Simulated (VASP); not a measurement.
Input of a VASP 6.6.1 run:

Contents of INCAR:

```
SYSTEM = Cr
PREC = Accurate ; ENCUT = 520
EDIFF = 1E-6 ; ISMEAR = -1
SIGMA = 0.1 ; LREAL = .FALSE.
LASPH = .TRUE. ; NELM = 100
ALGO = Normal ; ISIF = 2
LWAVE = .FALSE. ; LCHARG = .TRUE.
LELF = .TRUE. ; LVHAR = .TRUE.
NBANDS = 12
```

The input KPOINTS:

```
regular mesh
0
G
  26 26 26
  0 0 0
```

POSCAR

```
Cr
1.0
   -1.3942485073      1.3942485073      1.3942485073
    1.3942485073     -1.3942485073      1.3942485073
    1.3942485073      1.3942485073     -1.3942485073
Cr
1
Direct
    0.0000000000      0.0000000000      0.0000000000
```

Potentials or basis: VASP PAW LDA potentials, release 64 (Cr_pv).

The run is started by

```console
$ cat potpaw_LDA.64/Cr_pv/POTCAR > POTCAR
$ mpirun -np 1 vasp_std > vasp.out
```

(1) Estimate the band gap on the k mesh.

(2) Estimate the pressure.

Results:

(1) zero (band 6 reaches 14.43 eV, above the bottom of band 7 at 10.73 eV).

(2) 0.2 GPa.

Caveat: the run has no spin polarisation, though such a crystal can be magnetic.
